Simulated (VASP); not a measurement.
Input of a VASP 6.6.1 run:

File INCAR:

```
SYSTEM = Au
ALGO = Normal
EDIFF = 1E-6
ENCUT = 520
GGA = PE
ISIF = 2
ISMEAR = -1
LASPH = .TRUE.
LCHARG = .FALSE.
LREAL = .FALSE.
LWAVE = .FALSE.
NBANDS = 48
NELM = 80
PREC = Accurate
SIGMA = 0.1
```

The input KPOINTS:

```
k-points
0
G
  3 3 3
  0 0 0
```

The input POSCAR:

```
Au
1.0
    0.0000000000      4.0807397400      4.0807397400
    4.0807397400      0.0000000000      4.0807397400
    4.0807397400      4.0807397400      0.0000000000
Au
7
Direct
   -0.0000068615     -0.0023157566      0.0012335999
   -0.0000774369      0.4977303453      0.0012585953
   -0.0000269559      0.4976896664      0.5012586272
    0.0000242603     -0.0023103654      0.5012042253
    0.5000006445     -0.0023560679      0.5012785991
    0.4999663370      0.4976371024      0.0012888595
    0.4999684199      0.4976386953      0.5012983259
```

Potentials or basis: VASP PAW PBE potentials, release 64 (Au).

Run with:

```sh
$ cat potpaw_PBE.64/Au/POTCAR > POTCAR
$ mpirun -np 1 vasp_std > vasp.out
```

(1) What does it give for the band gap on the k mesh?

(2) What does it give for the pressure?

Answers

(1) zero (an odd number of electrons rules out a gap without spin polarisation).

(2) 0.8 GPa.

Caveat: the k points lie up to 0.44 Å⁻¹ apart, too coarse for converged energies and pressures of a metal; spin-orbit coupling is left out, which moves the levels of the heavy elements.
